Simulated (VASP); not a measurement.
# FeCuSO (P4/nmm) in VASP: single point with PBE

Aim: the single point of FeCuSO with PBE.

Everything below comes from runs of VASP 6.6.1. Logs are shortened: lines on timing, memory, paths and dates and some standing lists are left out, and cuts for length are marked.

### Step 1. The cell of the first run

The structure is tetragonal, space group P4/nmm (No. 129). The conventional cell has a = 3.786 Å, b = 3.786 Å, c = 8.565 Å, α = 90.00°, β = 90.00°, γ = 90.00°. Cu (site symmetry -4m2) has 4 S at 2.32 Å and 4 Cu at 2.68 Å within 3.1 Å. S (site symmetry 4mm) has 4 Cu at 2.32 Å within 3.1 Å. Within 2.7 Å of Fe (site symmetry -4m2) lie 4 O at 2.00 Å and 4 Fe at 2.68 Å. O (site symmetry 4mm) has 4 Fe at 2.00 Å within 2.6 Å.

### Step 2. Single point, PBE

File INCAR:

```
SYSTEM = FeCuSO
ALGO = Normal ; EDIFF = 1E-6
ENCUT = 700 ; GGA = PE
GGA_COMPAT = .False. ; ISIF = 2
ISMEAR = -1 ; LASPH = .True.
LCHARG = .False. ; LREAL = .False.
LWAVE = .False. ; NBANDS = 57
NELM = 120 ; PREC = Accurate
SIGMA = 0.1
```

File KPOINTS:

```
k-points
0
Gamma
  8 8 3
  0 0 0
```

File POSCAR:

```
FeCuSO
1.0
    3.7863880000      0.0000000000      0.0000000000
    0.0000000000      3.7863880000      0.0000000000
    0.0000000000      0.0000000000      8.5646720000
Cu S Fe O
2 2 2 2
Direct
    0.7500000000      0.2500000000      0.5000000000
    0.2500000000      0.7500000000      0.5000000000
    0.2500000000      0.2500000000      0.3442000000
    0.7500000000      0.7500000000      0.6558000000
    0.2500000000      0.7500000000      0.0000000000
    0.7500000000      0.2500000000      0.0000000000
    0.2500000000      0.2500000000      0.9256000000
    0.7500000000      0.7500000000      0.0744000000
```

Potentials or basis: VASP PAW PBE potentials, release 64 (Cu_sv_GW, S, Fe_sv, O).

Run with:

```bash
$ cat potpaw_PBE.64/Cu_sv_GW/POTCAR potpaw_PBE.64/S/POTCAR potpaw_PBE.64/Fe_sv/POTCAR potpaw_PBE.64/O/POTCAR > POTCAR
$ mpirun -np 1 vasp_std > vasp.out
```

OUTCAR:

```text
SYSTEM = FeCuSO
   EDIFF = 1E-6
   ENCUT = 700
   GGA = PE
   ISIF = 2
   ISMEAR = -1
   LASPH = .True.
   LREAL = .False.
   NELM = 120
   PREC = Accurate

 ion  position               nearest neighbor table
   1  0.750  0.250  0.500-   3 2.32   4 2.32   4 2.32   3 2.32
   2  0.250  0.750  0.500-   3 2.32   4 2.32   3 2.32   4 2.32
   3  0.250  0.250  0.344-   1 2.32   2 2.32   2 2.32   1 2.32
   4  0.750  0.750  0.656-   1 2.32   2 2.32   1 2.32   2 2.32
   5  0.250  0.750  0.000-   7 2.00   8 2.00   7 2.00   8 2.00
   6  0.750  0.250  0.000-   7 2.00   8 2.00   8 2.00   7 2.00
   7  0.250  0.250  0.926-   5 2.00   6 2.00   5 2.00   6 2.00
   8  0.750  0.750  0.074-   5 2.00   6 2.00   6 2.00   5 2.00

  LATTYP: Found a simple tetragonal cell.
 ALAT       =     3.7863880000
 C/A-ratio  =     2.2619636445

  Lattice vectors:

 A1 = (   3.7863880000,   0.0000000000,   0.0000000000)
 A2 = (   0.0000000000,   3.7863880000,   0.0000000000)
 A3 = (   0.0000000000,   0.0000000000,   8.5646720000)

Analysis of symmetry for initial positions (statically):
=====================================================================
 Subroutine PRICEL returns:
 Original cell was already a primitive cell.

 Routine SETGRP: Setting up the symmetry group for a
 simple tetragonal supercell.

 Subroutine GETGRP returns: Found 16 space group operations
 (whereof  4 operations were pure point group operations)
 out of a pool of 16 trial point group operations.

The static configuration has the point symmetry C_2h.
 The point group associated with its full space group is D_4h.

Analysis of symmetry for dynamics (positions and initial velocities):
=====================================================================
 Subroutine PRICEL returns:
 Original cell was already a primitive cell.

 Routine SETGRP: Setting up the symmetry group for a
 simple tetragonal supercell.

 Subroutine GETGRP returns: Found 16 space group operations
 (whereof  4 operations were pure point group operations)
 out of a pool of 16 trial point group operations.

The dynamic configuration has the point symmetry C_2h.
 The point group associated with its full space group is D_4h.

 Subroutine INISYM returns: Found 16 space group operations
 (whereof  4 operations are pure point group operations),
 and found     1 'primitive' translations

----------------------------------------------------------------------------------------

                                     Primitive cell

  volume of cell :     122.7894

  direct lattice vectors                    reciprocal lattice vectors
     3.786388000  0.000000000  0.000000000     0.264103943  0.000000000  0.000000000
     0.000000000  3.786388000  0.000000000     0.000000000  0.264103943  0.000000000
     0.000000000  0.000000000  8.564672000     0.000000000  0.000000000  0.116758704

  length of vectors
     3.786388000  3.786388000  8.564672000     0.264103943  0.264103943  0.116758704

  position of ions in fractional coordinates (direct lattice)
     0.750000000  0.250000000  0.500000000
     0.250000000  0.750000000  0.500000000
     0.250000000  0.250000000  0.344200000
     0.750000000  0.750000000  0.655800000
     0.250000000  0.750000000  0.000000000
     0.750000000  0.250000000  0.000000000
     0.250000000  0.250000000  0.925600000
     0.750000000  0.750000000  0.074400000

  ion indices of the primitive-cell ions
   primitive index   ion index
                 1           1
                 2           2
                 3           3
                 4           4
                 5           5
                 6           6
                 7           7
                 8           8

----------------------------------------------------------------------------------------

 KPOINTS: k-points

Automatic generation of k-mesh.
 Grid dimensions read from file:
 generate k-points for:    8    8    3

 Generating k-lattice:

  Cartesian coordinates                     Fractional coordinates (reciprocal lattice)
     0.033012993  0.000000000  0.000000000     0.125000000  0.000000000  0.000000000
     0.000000000  0.033012993  0.000000000     0.000000000  0.125000000  0.000000000
     0.000000000  0.000000000  0.038919568     0.000000000  0.000000000  0.333333333

  Length of vectors
     0.033012993  0.033012993  0.038919568

  Shift w.r.t. Gamma in fractional coordinates (k-lattice)
     0.000000000  0.000000000  0.000000000

 Subroutine IBZKPT returns following result:
 ===========================================

 Found     30 irreducible k-points:

 Following reciprocal coordinates:
            Coordinates               Weight
  0.000000  0.000000  0.000000      1.000000
  0.125000  0.000000  0.000000      4.000000
  0.250000  0.000000  0.000000      4.000000
  0.375000  0.000000  0.000000      4.000000
  0.500000  0.000000  0.000000      2.000000
  0.125000  0.125000  0.000000      4.000000
[... 16 lines left out ...]
  0.375000  0.125000  0.333333     16.000000
  0.500000  0.125000  0.333333      8.000000
 [... further k-points ...]
   k-points           NKPTS =     30   k-points in BZ     NKDIM =     30   number of bands    NBANDS=     57
   number of dos      NEDOS =    301   number of ions     NIONS =      8
   total plane-waves  NPLWV = 103680
   dimension x,y,z NGX =    36 NGY =   36 NGZ =   80
   dimension x,y,z NGXF=    72 NGYF=   72 NGZF=  160
   ions per type =               2   2   2   2
   NGX,Y,Z   is equivalent  to a cutoff of  15.81, 15.81, 15.53 a.u.
   NGXF,Y,Z  is equivalent  to a cutoff of  31.61, 31.61, 31.06 a.u.
 SYSTEM =  FeCuSO
   PREC   = accura    normal or accurate (medium, high low for compatibility)
   ISTART =      0    job   : 0-new  1-cont  2-samecut
   ICHARG =      2    charge: 1-file 2-atom 10-const
   ISPIN  =      1    spin polarized calculation?
   LNONCOLLINEAR =      F non collinear calculations
   LSORBIT =      F    spin-orbit coupling
   LASPH  =      T    aspherical Exc in radial PAW
   ENCUT  =  700.0 eV  51.45 Ry    7.17 a.u.   8.17  8.17 18.48*2*pi/ulx,y,z
   NELM   =    120;   NELMIN=  2; NELMDL= -5     # of ELM steps
   EDIFF  = 0.1E-05   stopping-criterion for ELM
   LREAL  =      F    real-space projection
   EDIFFG = 0.1E-04   stopping-criterion for IOM
   NSW    =      0    number of steps for IOM
   IBRION =     -1    ionic relax: 0-MD 1-quasi-New 2-CG
   NFREE  =      0    steps in history (QN), initial steepest desc. (CG)
   ISIF   =      2    stress and relaxation
   ISYM   =      2    0-nonsym 1-usesym 2-fastsym
   POTIM  = 0.5000    time-step for ionic-motion
   TEBEG  =    0.0;   TEEND  =   0.0 temperature during run
   PSTRESS=    0.0 pullay stress
   NELECT =      94.0000    total number of electrons
   NUPDOWN=      -1.0000    fix difference up-down
   EMIN   =  10.00;   EMAX   =-10.00  energy-range for DOS
   EFERMI =   0.00;   METHOD = LEGACY
   ISMEAR =    -1;   SIGMA  =   0.10  broadening in eV -4-tet -1-fermi 0-gaus
   EFERMI_NEDOS =   21; number of points for ismear=-14 and -15
   IALGO  =     38    algorithm
   IMIX   =      4    mixing-type and parameters
     AMIX     =   0.40;   BMIX     =  1.00
     AMIX_MAG =   1.60;   BMIX_MAG =  1.00
  volume/ion in A,a.u.               =      15.35       103.58
  Fermi-wavevector in a.u.,A,eV,Ry     =   1.497604  2.830062 30.515407  2.242819
  Thomas-Fermi vector in A             =   2.609471
   LORBIT       =      0    0 simple, 1 ext, 2 COOP (PROOUT), +10 PAW based schemes
   GGA     = PE    functional components
   LHFCALC =     F    Hartree Fock is set to
   AEXX    =    0.0000 exact exchange contribution
   IVDW    =     0    specifies the selected vdW correction
   LEPSILON=     F    determine dielectric tensor
   LRPA    =     F    only Hartree local field effects (RPA)
 non-spin polarized calculation
  energy-cutoff  :      700.00
  volume of cell :      122.79
 maximum number of plane-waves:      5208
 NGX is ok and might be reduce to    36
   NGX = 17   NGY = 17   NGZ = 37

 number of electron      93.9999955 magnetization

 Free energy of the ion-electron system (eV)
  ---------------------------------------------------
  ext. energy  EPLUGINS =         0.00000000
  ---------------------------------------------------
  free energy    TOTEN  =       -43.98612466 eV

  energy without entropy =      -43.56525713  energy(sigma->0) =      -43.77569089

 E-fermi :   4.9264     XC(G=0): -10.4848

 val. band max:        4.9165888999   @ k =   0.2500   0.1250   0.0000
 cond. band min:       4.9290364166   @ k =   0.5000   0.0000   0.0000
 fundamental gap:      0.0124475167
 Fermi energy:         4.9264137903

 k-point     1 :       0.0000    0.0000    0.0000
  band No.  band energies     occupation
      1    -107.5450      2.00000
      2    -107.5402      2.00000
      3     -82.1278      2.00000
      4     -82.1028      2.00000
      5     -64.9528      2.00000
      6     -64.9465      2.00000
[... 49 lines left out ...]
     56       9.9537      0.00000
     57      11.0509      0.00000

 k-point     2 :       0.1250    0.0000    0.0000
  band No.  band energies     occupation
      1    -107.5449      2.00000
      2    -107.5404      2.00000
      3     -82.1269      2.00000
      4     -82.1037      2.00000
      5     -64.9524      2.00000
      6     -64.9469      2.00000
[... 49 lines left out ...]
     56      10.0623      0.00000
     57      10.9909      0.00000

 k-point     3 :       0.2500    0.0000    0.0000
  band No.  band energies     occupation
      1    -107.5445      2.00000
      2    -107.5411      2.00000
      3     -82.1241      2.00000
      4     -82.1064      2.00000
      5     -64.9519      2.00000
      6     -64.9477      2.00000
[... 1194 lines left out ...]
      1    -107.5436      2.00000
      2    -107.5418      2.00000
      3     -82.1197      2.00000
      4     -82.1108      2.00000
      5     -64.9507      2.00000
      6     -64.9487      2.00000
[... 49 lines left out ...]
     56      10.9375      0.00000
     57      11.9091      0.00000

 k-point    24 :       0.5000    0.1250    0.3333
  band No.  band energies     occupation
      1    -107.5428      2.00000
      2    -107.5428      2.00000
      3     -82.1152      2.00000
      4     -82.1152      2.00000
      5     -64.9497      2.00000
      6     -64.9497      2.00000
[... 49 lines left out ...]
     56      11.0378      0.00000
     57      11.4023      0.00000

 [... further k-points ...]

------------------------ aborting loop because EDIFF is reached ----------------------------------------

  FORCE on cell =-STRESS in cart. coord.  units (eV):
  Direction    XX          YY          ZZ          XY          YZ          ZX
  --------------------------------------------------------------------------------------
  -------------------------------------------------------------------------------------
  Total       -9.1608657     -9.1608657     -3.0476111      0.0000000      0.0000000      0.0000000
  in kB     -119.5325363   -119.5325363    -39.7657483      0.0000000      0.0000000      0.0000000
  external PRESSURE =     -92.9436070 kB  Pullay stress =       0.0000000 kB

 VOLUME and BASIS-vectors are now :
 -----------------------------------------------------------------------------
  energy-cutoff  :      700.00
  volume of cell :      122.79
      direct lattice vectors                 reciprocal lattice vectors
     3.786388000  0.000000000  0.000000000     0.264103943  0.000000000  0.000000000
     0.000000000  3.786388000  0.000000000     0.000000000  0.264103943  0.000000000
     0.000000000  0.000000000  8.564672000     0.000000000  0.000000000  0.116758704

 POSITION                                       TOTAL-FORCE (eV/Angst)
 -----------------------------------------------------------------------------------
      2.83979      0.94660      4.28234         0.000000     -0.000000      0.000000
      0.94660      2.83979      4.28234        -0.000000      0.000000      0.000000
      0.94660      0.94660      2.94796        -0.000000     -0.000000     -0.167265
      2.83979      2.83979      5.61671        -0.000000     -0.000000      0.167265
      0.94660      2.83979      0.00000         0.000000      0.000000      0.000000
      2.83979      0.94660      0.00000         0.000000     -0.000000      0.000000
      0.94660      0.94660      7.92746        -0.000000     -0.000000      0.777038
      2.83979      2.83979      0.63721        -0.000000     -0.000000     -0.777038
 -----------------------------------------------------------------------------------
    total drift:                                0.000000      0.000000      0.000000

  FREE ENERGIE OF THE ION-ELECTRON SYSTEM (eV)
  ---------------------------------------------------
  free  energy   TOTEN  =       -43.9861246569 eV

  energy  without entropy=      -43.5652571262  energy(sigma->0) =      -43.77569089
```

Run time: 13 min. Hardware: 1 thread of AMD EPYC 7R13 (Zen 3), shared host; peak memory 0.48 GiB.

Results:

```yaml
Free_energy: -43.9861 eV
Pressure: -9.3 GPa
Largest_force: 0.777 eV/Å
Band_gap_on_the_k_mesh: zero (bands 47 and 48 overlap by 0.75 eV)
```

Forces on the atoms (eV/Å):
```
Cu   0.000  0.000  0.000
Cu   0.000  0.000  0.000
S    0.000  0.000 -0.167
S    0.000  0.000  0.167
Fe   0.000  0.000  0.000
Fe   0.000  0.000  0.000
O    0.000  0.000  0.777
O    0.000  0.000 -0.777
```

Levels at points of the mesh, in eV from the Fermi level:
| k point | band 43 | band 44 | band 45 | band 46 | band 47 | band 48 | band 49 | band 50 |
| --- | --- | --- | --- | --- | --- | --- | --- | --- |
| (0.00, 0.00, 0.00) | -0.06 | -0.03 | -0.03 | 0.15 | 0.18 | 0.33 | 0.33 | 0.67 |
| (0.50, 0.00, 0.00) | -0.21 | -0.21 | 0.00 | 0.00 | 0.04 | 0.04 | 0.59 | 0.59 |
| (0.50, 0.50, 0.00) | -0.64 | -0.64 | -0.63 | -0.63 | -0.24 | -0.24 | -0.12 | -0.12 |

Caveat: the stress differs along the axes, from -12 to -4 GPa; the run has no spin polarisation, though such a crystal can be magnetic; semilocal functionals often make such compounds metallic where correlation or magnetic order opens a gap, which also shifts bond lengths. With open d or f shells a metallic result of PBE can be an artefact of self-interaction; +U or a hybrid may open a gap.
